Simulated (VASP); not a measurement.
# AlAs (m.b) (F-43m) in VASP: notebook

The runs below take AlAs (m.b) through single point, with PBE.

All numbers are computed with VASP 6.6.1; they aren't measurements. Logs are shortened: lines on timing, memory, paths and dates and some standing lists are left out, and cuts for length are marked.

## (1) The cell of the first run

It takes space group F-43m (No. 216, cubic). Conventional cell: a = 5.728 Å, b = 5.728 Å, c = 5.728 Å, α = 90.00°, β = 90.00°, γ = 90.00°. Al (site symmetry -43m) has 4 As at 2.48 Å within 3.3 Å. As (site symmetry -43m) has 4 Al at 2.48 Å within 3.3 Å.

## (2) Single point, PBE

Contents of INCAR:

```
PREC = Accurate
ENCUT = 500
EDIFF = 1E-6
ISMEAR = 0
SIGMA = 0.02
LREAL = False
LASPH = True
NELM = 120
ALGO = Normal
ISIF = 2
LWAVE = False
LCHARG = False
GGA = PE
NBANDS = 11
GGA_COMPAT = False
```

Contents of KPOINTS:

```
regular mesh
0
Gamma
  8 8 8
```

Contents of POSCAR:

```
AlAs
1.0
    0.0000000000      2.8638562140      2.8638562140
    2.8638562140      0.0000000000      2.8638562140
    2.8638562140      2.8638562140      0.0000000000
Al As
1 1
Direct
    0.0000000000      0.0000000000      0.0000000000
    0.2500000000      0.2500000000      0.2500000000
```

Potentials or basis: VASP PAW PBE potentials, release 64 (Al, As).

Command:

```bash
> cat potpaw_PBE.64/Al/POTCAR potpaw_PBE.64/As/POTCAR > POTCAR
> mpirun -np 1 vasp_std > vasp.out
```

OUTCAR:

```text
PREC = Accurate
   ENCUT = 500
   EDIFF = 1E-6
   ISMEAR = 0
   LREAL = False
   LASPH = True
   NELM = 120
   ISIF = 2
   GGA = PE

 ion  position               nearest neighbor table
   1  0.000  0.000  0.000-   2 2.48   2 2.48   2 2.48   2 2.48
   2  0.250  0.250  0.250-   1 2.48   1 2.48   1 2.48   1 2.48

  LATTYP: Found a face centered cubic cell.
 ALAT       =     5.7277124280

  Lattice vectors:

 A1 = (   0.0000000000,   2.8638562140,   2.8638562140)
 A2 = (   2.8638562140,   0.0000000000,   2.8638562140)
 A3 = (   2.8638562140,   2.8638562140,   0.0000000000)

Analysis of symmetry for initial positions (statically):
=====================================================================
 Subroutine PRICEL returns:
 Original cell was already a primitive cell.

 Routine SETGRP: Setting up the symmetry group for a
 face centered cubic supercell.

 Subroutine GETGRP returns: Found 24 space group operations
 (whereof 24 operations were pure point group operations)
 out of a pool of 48 trial point group operations.

The static configuration has the point symmetry T_d .

Analysis of symmetry for dynamics (positions and initial velocities):
=====================================================================
 Subroutine PRICEL returns:
 Original cell was already a primitive cell.

 Routine SETGRP: Setting up the symmetry group for a
 face centered cubic supercell.

 Subroutine GETGRP returns: Found 24 space group operations
 (whereof 24 operations were pure point group operations)
 out of a pool of 48 trial point group operations.

The dynamic configuration has the point symmetry T_d .

 Subroutine INISYM returns: Found 24 space group operations
 (whereof 24 operations are pure point group operations),
 and found     1 'primitive' translations

----------------------------------------------------------------------------------------

                                     Primitive cell

  volume of cell :      46.9768

  direct lattice vectors                    reciprocal lattice vectors
     0.000000000  2.863856214  2.863856214    -0.174589771  0.174589771  0.174589771
     2.863856214  0.000000000  2.863856214     0.174589771 -0.174589771  0.174589771
     2.863856214  2.863856214  0.000000000     0.174589771  0.174589771 -0.174589771

  length of vectors
     4.050104299  4.050104299  4.050104299     0.302398354  0.302398354  0.302398354

[... 87 lines left out ...]
   ISYM   =      2    0-nonsym 1-usesym 2-fastsym
   POTIM  = 0.5000    time-step for ionic-motion
   TEBEG  =    0.0;   TEEND  =   0.0 temperature during run
   PSTRESS=    0.0 pullay stress
   NELECT =       8.0000    total number of electrons
   NUPDOWN=      -1.0000    fix difference up-down
   EMIN   =  10.00;   EMAX   =-10.00  energy-range for DOS
   EFERMI =   0.00;   METHOD = LEGACY
   ISMEAR =     0;   SIGMA  =   0.02  broadening in eV -4-tet -1-fermi 0-gaus
   EFERMI_NEDOS =   21; number of points for ismear=-14 and -15
   IALGO  =     38    algorithm
   IMIX   =      4    mixing-type and parameters
     AMIX     =   0.40;   BMIX     =  1.00
     AMIX_MAG =   1.60;   BMIX_MAG =  1.00
  volume/ion in A,a.u.               =      23.49       158.51
  Fermi-wavevector in a.u.,A,eV,Ry     =   0.907424  1.714783 11.203288  0.823418
  Thomas-Fermi vector in A             =   2.031230
   LORBIT       =      0    0 simple, 1 ext, 2 COOP (PROOUT), +10 PAW based schemes
   GGA     = PE    functional components
   LHFCALC =     F    Hartree Fock is set to
   AEXX    =    0.0000 exact exchange contribution
   IVDW    =     0    specifies the selected vdW correction
   LEPSILON=     F    determine dielectric tensor
   LRPA    =     F    only Hartree local field effects (RPA)
 non-spin polarized calculation
 Gauss-broadening in eV      SIGMA  =   0.02
  energy-cutoff  :      500.00
  volume of cell :       46.98
 maximum number of plane-waves:      1243
 NGX is ok and might be reduce to    30
   NGX = 15   NGY = 15   NGZ = 15

 number of electron       7.9999999 magnetization

 Free energy of the ion-electron system (eV)
  ---------------------------------------------------
  ext. energy  EPLUGINS =         0.00000000
  ---------------------------------------------------
  free energy    TOTEN  =        -9.38797865 eV

  energy without entropy =       -9.38797865  energy(sigma->0) =       -9.38797865

 E-fermi :   3.6751     XC(G=0):  -8.9050

 val. band max:        3.5946390255   @ k =   0.0000   0.0000   0.0000
 cond. band min:       5.0889165942   @ k =   0.5000   0.5000   0.0000
 fundamental gap:      1.4942775688
 Fermi energy:         3.6751233777

 k-point     1 :       0.0000    0.0000    0.0000
  band No.  band energies     occupation
      1      -8.0765      2.00000
      2       3.5946      2.00000
      3       3.5946      2.00000
      4       3.5946      2.00000
      5       5.3780      0.00000
      6       7.8218      0.00000
      7       7.8218      0.00000
      8       7.8218      0.00000
      9      12.2778      0.00000
     10      12.5371      0.00000
     11      12.5371      0.00000
[... 309 lines left out ...]
 k-point    24 :      -0.3750    0.2500    0.1250
  band No.  band energies     occupation
      1      -6.4885      2.00000
      2      -1.5394      2.00000
      3       0.9925      2.00000
      4       2.1114      2.00000
      5       7.1752      0.00000
      6       7.8056      0.00000
      7      10.1341      0.00000
      8      11.0979      0.00000
      9      11.8140      0.00000
     10      14.4582      0.00000
     11      15.6793      0.00000

 [... further k-points ...]

------------------------ aborting loop because EDIFF is reached ----------------------------------------

  FORCE on cell =-STRESS in cart. coord.  units (eV):
  Direction    XX          YY          ZZ          XY          YZ          ZX
  --------------------------------------------------------------------------------------
  -------------------------------------------------------------------------------------
  Total        0.0534165      0.0534165      0.0534165      0.0000000      0.0000000      0.0000000
  in kB        1.8218060      1.8218060      1.8218060      0.0000000      0.0000000      0.0000000
  external PRESSURE =       1.8218060 kB  Pullay stress =       0.0000000 kB

 VOLUME and BASIS-vectors are now :
 -----------------------------------------------------------------------------
  energy-cutoff  :      500.00
  volume of cell :       46.98
      direct lattice vectors                 reciprocal lattice vectors
     0.000000000  2.863856214  2.863856214    -0.174589771  0.174589771  0.174589771
     2.863856214  0.000000000  2.863856214     0.174589771 -0.174589771  0.174589771
     2.863856214  2.863856214  0.000000000     0.174589771  0.174589771 -0.174589771

 POSITION                                       TOTAL-FORCE (eV/Angst)
 -----------------------------------------------------------------------------------
      0.00000      0.00000      0.00000        -0.000000      0.000000     -0.000000
      1.43193      1.43193      1.43193         0.000000     -0.000000      0.000000
 -----------------------------------------------------------------------------------
    total drift:                               -0.000000     -0.000000     -0.000000

  FREE ENERGIE OF THE ION-ELECTRON SYSTEM (eV)
  ---------------------------------------------------
  free  energy   TOTEN  =        -9.3879786505 eV

  energy  without entropy=       -9.3879786505  energy(sigma->0) =       -9.38797865
```

OSZICAR:

```text
N       E                     dE             d eps       ncg     rms          rms(c)
DAV:   1     0.145698348902E+02    0.14570E+02   -0.29852E+03   638   0.528E+02
DAV:   2    -0.853261890641E+01   -0.23102E+02   -0.22030E+02   821   0.891E+01
DAV:   3    -0.959408453366E+01   -0.10615E+01   -0.10600E+01   794   0.183E+01
DAV:   4    -0.960272548068E+01   -0.86409E-02   -0.86401E-02   772   0.203E+00
DAV:   5    -0.960288252923E+01   -0.15705E-03   -0.15705E-03   763   0.263E-01    0.312E+00
DAV:   6    -0.941738750076E+01    0.18550E+00   -0.34370E-01   704   0.209E+00    0.180E+00
DAV:   7    -0.938710951380E+01    0.30278E-01   -0.16131E-01   722   0.156E+00    0.672E-01
DAV:   8    -0.938772347972E+01   -0.61397E-03   -0.11104E-02   704   0.487E-01    0.112E-01
DAV:   9    -0.938783020428E+01   -0.10672E-03   -0.41990E-04   764   0.115E-01    0.634E-02
DAV:  10    -0.938797508972E+01   -0.14489E-03   -0.19900E-04   705   0.746E-02    0.760E-03
DAV:  11    -0.938797860487E+01   -0.35152E-05   -0.22154E-05   763   0.196E-02    0.562E-03
DAV:  12    -0.938797865053E+01   -0.45652E-07   -0.20132E-06   722   0.701E-03
   1 F= -.93879787E+01 E0= -.93879787E+01  d E =-.612600E-11
```

stdout:

```text
POSCAR found type information on POSCAR AlAs
 POSCAR found :  2 types and       2 ions
 scaLAPACK will be used
 LDA part: xc-table for (Slater+PW92), standard interpolation
 POSCAR, INCAR and KPOINTS ok, starting setup
 FFT: planning ... GRIDC
 FFT: planning ... GRID_SOFT
 FFT: planning ... GRID
 WAVECAR not read
 entering main loop
```

Wall time 30 s (1 thread of AMD EPYC 7R13, shared host); peak memory 0.14 GiB.

What came out:

- Free energy: -9.3880 eV
- Pressure: 0.2 GPa
- Band gap on the k mesh: 1.49 eV, indirect (least direct gap 1.78 eV)

## (3) Single point, PBE

Contents of INCAR:

```
SYSTEM = AlAs
PREC = Accurate
ENCUT = 500
EDIFF = 1E-6
ISMEAR = 0
SIGMA = 0.02
LREAL = .FALSE.
LASPH = .TRUE.
NELM = 120
ALGO = Normal
ISIF = 2
LWAVE = .FALSE.
LCHARG = .TRUE.
GGA = PE
LELF = .TRUE.
LVHAR = .TRUE.
NBANDS = 11
GGA_COMPAT = .FALSE.
```

Contents of KPOINTS:

```
Automatic mesh
0
G
  8 8 8
  0 0 0
```

Contents of POSCAR:

```
AlAs
1.0
    0.0000000000      2.8638562134      2.8638562134
    2.8638562134      0.0000000000      2.8638562134
    2.8638562134      2.8638562134      0.0000000000
Al As
1 1
Direct
    0.0000000000      0.0000000000      0.0000000000
    0.2500000000      0.2500000000      0.2500000000
```

Potentials or basis: VASP PAW PBE potentials, release 64 (Al, As).

Command:

```bash
> cat potpaw_PBE.64/Al/POTCAR potpaw_PBE.64/As/POTCAR > POTCAR
> mpirun -np 1 vasp_std > vasp.out
```

Run time: 28 s. Hardware: 1 thread of Intel Xeon 8259CL, shared host; peak memory 0.17 GiB.

The run converged. Its results:

- Free energy: -9.3880 eV
- Pressure: 0.2 GPa
- Band gap on the k mesh: 1.49 eV, indirect (least direct gap 1.78 eV)

Levels at points of the mesh, in eV from the valence-band top:
```tsv
k point	band 1	band 2	band 3	band 4	band 5	band 6	band 7	band 8	band 9
(0.00, 0.00, 0.00)	-11.67	0.00	0.00	0.00	1.78	4.23	4.23	4.23	8.68
(0.50, 0.00, 0.00)	-10.33	-5.42	-0.80	-0.80	2.01	4.65	4.65	7.68	10.91
(0.50, 0.50, 0.00)	-9.81	-5.31	-2.10	-2.10	1.49	2.29	10.06	10.06	11.39
```

A k mesh can miss the band edges. As with any semilocal functional, this PBE gap is likely too small.
